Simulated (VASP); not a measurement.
A run of VASP 6.6.1:

File INCAR:

```
ALGO     = Normal         # electronic algorithm
EDIFF    = 1E-6           # SCF threshold, eV
ENCUT    = 520            # plane-wave cutoff, eV
GGA      = PE             # functional
ISIF     = 2              # what is computed and relaxed
ISMEAR   = 0              # smearing method
LASPH    = T              # aspherical terms in the spheres
LCHARG   = F              # write CHGCAR
LREAL    = F              # projectors in reciprocal space
LWAVE    = F              # write WAVECAR
NBANDS   = 28             # bands
NELM     = 100            # most SCF steps
PREC     = Accurate       # precision mode
SIGMA    = 0.05           # smearing width, eV
```

The input KPOINTS:

```
k-points
0
Gamma
  10 10 8
```

POSCAR

```
SnO
1.0
    3.9187120690      0.0000000000      0.0000000000
    0.0000000000      3.9187120690      0.0000000000
    0.0000000000      0.0000000000      5.0679375214
Sn O
2 2
Direct
   -0.0431052619      0.5000000000      0.2286909982
    0.5431052619      0.0000000000      0.7713090018
    0.0045883204      0.0000000000      0.0000000000
    0.4954116796      0.5000000000      0.0000000000
```

Potentials or basis: VASP PAW PBE potentials, release 64 (Sn_d, O).

The run is started by

```console
$ cat potpaw_PBE.64/Sn_d/POTCAR potpaw_PBE.64/O/POTCAR > POTCAR
$ mpirun -np 1 vasp_std > vasp.out
```

Hardware: 1 thread of AMD EPYC 9R45 96-Core Processor (Zen 5), with other jobs on the host.

Question: Estimate the wall time of this run.

Answer: It took 4.2 min on 1 thread of AMD EPYC 9R45 96-Core Processor (Zen 5), on a shared host, peak memory 0.48 GiB. Counts: scf iterations 14, k points 252.
